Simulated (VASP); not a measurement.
# SrO (Fm-3m) in VASP: a series of runs

Aim: see how the results for SrO move with the level of theory and the settings. Levels: revPBE+D3(BJ), r2SCAN+D3(BJ), B3LYP5, LDA, HSE06. Tasks: single point, relaxation of cell and atoms.

Everything below comes from runs of VASP 6.6.1. Logs are shortened: lines on timing, memory, paths and dates and some standing lists are left out, and cuts for length are marked.

## Step 1: The cell of the first run

It takes space group Fm-3m (No. 225, cubic). The conventional cell has a = 5.133 Å, b = 5.133 Å, c = 5.133 Å, α = 90.00°, β = 90.00°, γ = 90.00°. Within 3.4 Å of Sr (site symmetry m-3m) lie 6 O at 2.57 Å. O (site symmetry m-3m) has 6 Sr at 2.57 Å within 3.4 Å.

## Step 2: Single point, revPBE+D3(BJ), non-collinear spin, zero start, spin-orbit coupling

Input file INCAR:

```
SYSTEM = SrO
PREC     = Accurate       ! precision mode
ENCUT    = 600            ! plane-wave cutoff, eV
EDIFF    = 1E-6           ! SCF threshold, eV
ISMEAR   = -5             ! smearing method
SIGMA    = 0.05           ! smearing width, eV
LREAL    = .FALSE.        ! projectors in reciprocal space
LASPH    = .TRUE.         ! aspherical terms in the spheres
NELM     = 200            ! most SCF steps
ALGO     = Normal         ! electronic algorithm
ISIF     = 2              ! what is computed and relaxed
LWAVE    = .FALSE.        ! write WAVECAR
LCHARG   = .FALSE.        ! write CHGCAR
MAGMOM   = 0 0 0 0 0 0    ! initial moments
LORBIT   = 11             ! projections on sites
LSORBIT  = .TRUE.         ! spin-orbit coupling
GGA_COMPAT= .FALSE.      
LORBMOM  = .TRUE.       
GGA      = RE             ! functional
IVDW     = 12             ! dispersion correction
NBANDS   = 28             ! bands
```

Input file KPOINTS:

```
Automatic mesh
0
G
  9 9 9
  0 0 0
```

Input file POSCAR:

```
SrO
1.0
    0.0000000000      2.5663000000      2.5663000000
    2.5663000000      0.0000000000      2.5663000000
    2.5663000000      2.5663000000      0.0000000000
Sr O
1 1
Direct
    0.5000000000      0.5000000000      0.5000000000
    0.0000000000      0.0000000000      0.0000000000
```

Potentials or basis: VASP PAW PBE potentials, release 64 (Sr_sv, O).

On the command line:

```sh
$ cat potpaw_PBE.64/Sr_sv/POTCAR potpaw_PBE.64/O/POTCAR > POTCAR
$ mpirun -np 1 vasp_ncl > vasp.out
```

OUTCAR:

```text
SYSTEM = SrO
   PREC = Accurate
   ENCUT = 600
   EDIFF = 1E-6
   ISMEAR = -5
   LREAL = .FALSE.
   LASPH = .TRUE.
   NELM = 200
   ISIF = 2
   LORBIT = 11
   LSORBIT = .TRUE.
   GGA = RE
   IVDW = 12
 IVDW          = 12

 ion  position               nearest neighbor table
   1  0.500  0.500  0.500-   2 2.57   2 2.57   2 2.57   2 2.57   2 2.57   2 2.57
   2  0.000  0.000  0.000-   1 2.57   1 2.57   1 2.57   1 2.57   1 2.57   1 2.57

  LATTYP: Found a face centered cubic cell.
 ALAT       =     5.1326000000

  Lattice vectors:

 A1 = (   0.0000000000,   2.5663000000,   2.5663000000)
 A2 = (   2.5663000000,   0.0000000000,   2.5663000000)
 A3 = (   2.5663000000,   2.5663000000,   0.0000000000)

Analysis of symmetry for initial positions (statically):
=====================================================================
 Subroutine PRICEL returns:
 Original cell was already a primitive cell.

 Routine SETGRP: Setting up the symmetry group for a
 face centered cubic supercell.

 Subroutine GETGRP returns: Found 48 space group operations
 (whereof 48 operations were pure point group operations)
 out of a pool of 48 trial point group operations.

The static configuration has the point symmetry O_h .

Analysis of symmetry for dynamics (positions and initial velocities):
=====================================================================
 Subroutine PRICEL returns:
 Original cell was already a primitive cell.

 Routine SETGRP: Setting up the symmetry group for a
 face centered cubic supercell.

 Subroutine GETGRP returns: Found 48 space group operations
 (whereof 48 operations were pure point group operations)
 out of a pool of 48 trial point group operations.

The dynamic configuration has the point symmetry O_h .

Analysis of structural, dynamic, and magnetic symmetry:
=====================================================================
 Subroutine PRICEL returns:
 Original cell was already a primitive cell.

 Routine SETGRP: Setting up the symmetry group for a
 face centered cubic supercell.

 Subroutine GETGRP returns: Found 48 space group operations
 (whereof 48 operations were pure point group operations)
 out of a pool of 48 trial point group operations.

The overall configuration has the point symmetry O_h .

 Subroutine INISYM returns: Found 48 space group operations
 (whereof 48 operations are pure point group operations),
 and found     1 'primitive' translations

----------------------------------------------------------------------------------------

                                     Primitive cell

  volume of cell :      33.8028

  direct lattice vectors                    reciprocal lattice vectors
     0.000000000  2.566300000  2.566300000    -0.194833028  0.194833028  0.194833028
     2.566300000  0.000000000  2.566300000     0.194833028 -0.194833028  0.194833028
     2.566300000  2.566300000  0.000000000     0.194833028  0.194833028 -0.194833028

  length of vectors
     3.629296265  3.629296265  3.629296265     0.337460704  0.337460704  0.337460704

  position of ions in fractional coordinates (direct lattice)
     0.500000000  0.500000000  0.500000000
     0.000000000  0.000000000  0.000000000

  ion indices of the primitive-cell ions
   primitive index   ion index
                 1           1
                 2           2

----------------------------------------------------------------------------------------

 KPOINTS: Automatic mesh

Automatic generation of k-mesh.
 Grid dimensions read from file:
 generate k-points for:    9    9    9

 Generating k-lattice:

  Cartesian coordinates                     Fractional coordinates (reciprocal lattice)
    -0.021648114  0.021648114  0.021648114     0.111111111  0.000000000  0.000000000
     0.021648114 -0.021648114  0.021648114     0.000000000  0.111111111  0.000000000
     0.021648114  0.021648114 -0.021648114     0.000000000  0.000000000  0.111111111

  Length of vectors
     0.037495634  0.037495634  0.037495634

  Shift w.r.t. Gamma in fractional coordinates (k-lattice)
     0.000000000  0.000000000  0.000000000

 TETIRR: Found    115 inequivalent tetrahedra from     4374

 Subroutine IBZKPT returns following result:
 ===========================================

 Found     35 irreducible k-points:

 Following reciprocal coordinates:
            Coordinates               Weight
  0.000000  0.000000  0.000000      1.000000
  0.111111  0.000000  0.000000      8.000000
  0.222222  0.000000  0.000000      8.000000
  0.333333  0.000000  0.000000      8.000000
  0.444444  0.000000  0.000000      8.000000
  0.111111  0.111111  0.000000      6.000000
[... 16 lines left out ...]
 -0.333333  0.333333  0.000000     12.000000
[... 42 lines left out ...]
  Fermi-wavevector in a.u.,A,eV,Ry     =   1.275843  2.410995 22.147245  1.627777
  Thomas-Fermi vector in A             =   2.408533
   LORBIT       =     11    0 simple, 1 ext, 2 COOP (PROOUT), +10 PAW based schemes
   GGA     = RE    functional components
   LHFCALC =     F    Hartree Fock is set to
   AEXX    =    0.0000 exact exchange contribution
   IVDW    =    12    specifies the selected vdW correction
   LEPSILON=     F    determine dielectric tensor
   LRPA    =     F    only Hartree local field effects (RPA)
 Fermi weights with tetrahedron method with Bloechl corrections
  energy-cutoff  :      600.00
  volume of cell :       33.80
 maximum number of plane-waves:      2294
 NGX is ok and might be reduce to    30
   NGX = 15   NGY = 15   NGZ = 15

 number of electron      16.0000000 magnetization       0.0000000      0.0000000      0.0000000

 number of electron      15.9999996 magnetization      -0.0000000     -0.0000000     -0.0000000

 number of electron      15.9999997 magnetization      -0.0000000     -0.0000000      0.0000000

 number of electron      15.9999997 magnetization       0.0000000      0.0000000     -0.0000000

 Free energy of the ion-electron system (eV)
  ---------------------------------------------------
  ext. energy  EPLUGINS =         0.00000000
  ---------------------------------------------------
  free energy    TOTEN  =       -11.50849867 eV

  energy without entropy =      -11.50849867  energy(sigma->0) =      -11.50849867

 E-fermi :   1.9253     XC(G=0):  -9.8667

 val. band max:        1.8407664928   @ k =   0.0000   0.0000   0.0000
 cond. band min:       5.2281196943   @ k =   0.4444   0.4444   0.0000
 fundamental gap:      3.3873532015
 Fermi energy:         1.9253201296

 k-point     1 :       0.0000    0.0000    0.0000
  band No.  band energies     occupation
      1     -30.6166      1.00000
      2     -30.6166      1.00000
      3     -13.3469      1.00000
      4     -13.3469      1.00000
      5     -13.0355      1.00000
      6     -13.0355      1.00000
[... 733 lines left out ...]
     27      12.7888      0.00000
     28      12.7888      0.00000

 [... further k-points ...]

------------------------ aborting loop because EDIFF is reached ----------------------------------------

 Edisp (eV)   -0.88797

 E8    (eV) :    -0.6441

  FORCE on cell =-STRESS in cart. coord.  units (eV):
  Direction    XX          YY          ZZ          XY          YZ          ZX
  --------------------------------------------------------------------------------------
  -------------------------------------------------------------------------------------
  Total       0.35297     0.35297     0.35297     0.00000    -0.00000    -0.00000
  in kB      16.73011    16.73011    16.73011     0.00000    -0.00000    -0.00000
  external pressure =       16.73 kB  Pullay stress =        0.00 kB

 VOLUME and BASIS-vectors are now :
 -----------------------------------------------------------------------------
  energy-cutoff  :      600.00
  volume of cell :       33.80
      direct lattice vectors                 reciprocal lattice vectors
     0.000000000  2.566300000  2.566300000    -0.194833028  0.194833028  0.194833028
     2.566300000  0.000000000  2.566300000     0.194833028 -0.194833028  0.194833028
     2.566300000  2.566300000  0.000000000     0.194833028  0.194833028 -0.194833028

 POSITION                                       TOTAL-FORCE (eV/Angst)
 -----------------------------------------------------------------------------------
      2.56630      2.56630      2.56630         0.000000      0.000000     -0.000000
      0.00000      0.00000      0.00000        -0.000000     -0.000000      0.000000
 -----------------------------------------------------------------------------------
    total drift:                                0.000000      0.000000      0.000000

  FREE ENERGIE OF THE ION-ELECTRON SYSTEM (eV)
  ---------------------------------------------------
  free  energy   TOTEN  =       -12.3964712302 eV

  energy  without entropy=      -12.3964712302  energy(sigma->0) =      -12.39647123

 orbital moment (x)

 # of ion     p       d       tot
 ----------------------------------------
  1         0.000   0.000   0.000
  2         0.000   0.000   0.000
 ----------------------------------------
            0.000   0.000   0.000

 orbital moment (y)

 # of ion     p       d       tot
 ----------------------------------------
  1         0.000  -0.000  -0.000
  2         0.000   0.000   0.000
 ----------------------------------------
            0.000  -0.000  -0.000

 orbital moment (z)

 # of ion     p       d       tot
 ----------------------------------------
  1         0.000   0.000   0.000
  2         0.000   0.000   0.000
 ----------------------------------------
            0.000   0.000   0.000

 Spin-Orbit-Coupling matrix elements

 Ion:    1  E_soc:     -0.1737871
 l=   1
     0.0000000    -0.0289374    -0.0289374
    -0.0289374     0.0000000    -0.0289374
    -0.0289374    -0.0289374     0.0000000
 l=   2
     0.0000000    -0.0000017     0.0000000    -0.0000017    -0.0000255
    -0.0000017     0.0000000    -0.0000191    -0.0000017    -0.0000064
     0.0000000    -0.0000191     0.0000000    -0.0000191     0.0000000
    -0.0000017    -0.0000017    -0.0000191     0.0000000    -0.0000064
    -0.0000255    -0.0000064     0.0000000    -0.0000064     0.0000000
 l=   3
     0.0000000     0.0000000     0.0000000     0.0000000     0.0000000     0.0000000     0.0000000
     0.0000000     0.0000000     0.0000000     0.0000000     0.0000000     0.0000000     0.0000000
     0.0000000     0.0000000     0.0000000     0.0000000     0.0000000     0.0000000     0.0000000
     0.0000000     0.0000000     0.0000000     0.0000000     0.0000000     0.0000000     0.0000000
     0.0000000     0.0000000     0.0000000     0.0000000     0.0000000     0.0000000     0.0000000
     0.0000000     0.0000000     0.0000000     0.0000000     0.0000000     0.0000000     0.0000000
     0.0000000     0.0000000     0.0000000     0.0000000     0.0000000     0.0000000     0.0000000

 Ion:    2  E_soc:     -0.0003111
 l=   1
     0.0000000    -0.0000518    -0.0000518
    -0.0000518     0.0000000    -0.0000518
    -0.0000518    -0.0000518     0.0000000
 l=   2
     0.0000000     0.0000000     0.0000000     0.0000000     0.0000000
     0.0000000     0.0000000     0.0000000     0.0000000     0.0000000
     0.0000000     0.0000000     0.0000000     0.0000000     0.0000000
     0.0000000     0.0000000     0.0000000     0.0000000     0.0000000
     0.0000000     0.0000000     0.0000000     0.0000000     0.0000000
 l=   3
     0.0000000     0.0000000     0.0000000     0.0000000     0.0000000     0.0000000     0.0000000
     0.0000000     0.0000000     0.0000000     0.0000000     0.0000000     0.0000000     0.0000000
     0.0000000     0.0000000     0.0000000     0.0000000     0.0000000     0.0000000     0.0000000
     0.0000000     0.0000000     0.0000000     0.0000000     0.0000000     0.0000000     0.0000000
     0.0000000     0.0000000     0.0000000     0.0000000     0.0000000     0.0000000     0.0000000
     0.0000000     0.0000000     0.0000000     0.0000000     0.0000000     0.0000000     0.0000000
     0.0000000     0.0000000     0.0000000     0.0000000     0.0000000     0.0000000     0.0000000

 total charge

# of ion       s       p       d       tot
------------------------------------------
    1        2.018   5.857   0.260   8.135
    2        1.552   3.436   0.000   4.988
--------------------------------------------------
tot          3.570   9.294   0.260  13.124

 magnetization (x)

# of ion       s       p       d       tot
------------------------------------------
    1       -0.000  -0.000   0.000   0.000
    2        0.000   0.000   0.000   0.000
--------------------------------------------------
tot         -0.000   0.000   0.000   0.000

 magnetization (y)

# of ion       s       p       d       tot
------------------------------------------
    1       -0.000   0.000  -0.000  -0.000
    2        0.000   0.000   0.000   0.000
--------------------------------------------------
tot         -0.000   0.000  -0.000  -0.000

 magnetization (z)

# of ion       s       p       d       tot
------------------------------------------
    1        0.000  -0.000   0.000   0.000
    2        0.000   0.000   0.000   0.000
--------------------------------------------------
tot          0.000  -0.000   0.000   0.000
```

Run time: 74 s. Hardware: 1 thread of Intel Xeon Platinum 8488C (Sapphire Rapids), shared host; peak memory 0.3 GiB.

What came out:

```yaml
Free_energy: -12.3965 eV
Pressure: 1.7 GPa
Net_moment: 0.00 μB per cell
Valence_electrons_inside_the_program's_atomic_spheres: Sr 8.13; O 4.99
Dispersion_energy_per_atom: -0.444 eV
```

Moments on the atoms (μB; x, y, z):
```
Sr  0.00 0.00 0.00
O   0.00 0.00 0.00
```

Caveat: the PAW data sets were made with another functional, which shifts forces and pressure a little.

(Continued in part 2 of 3.)
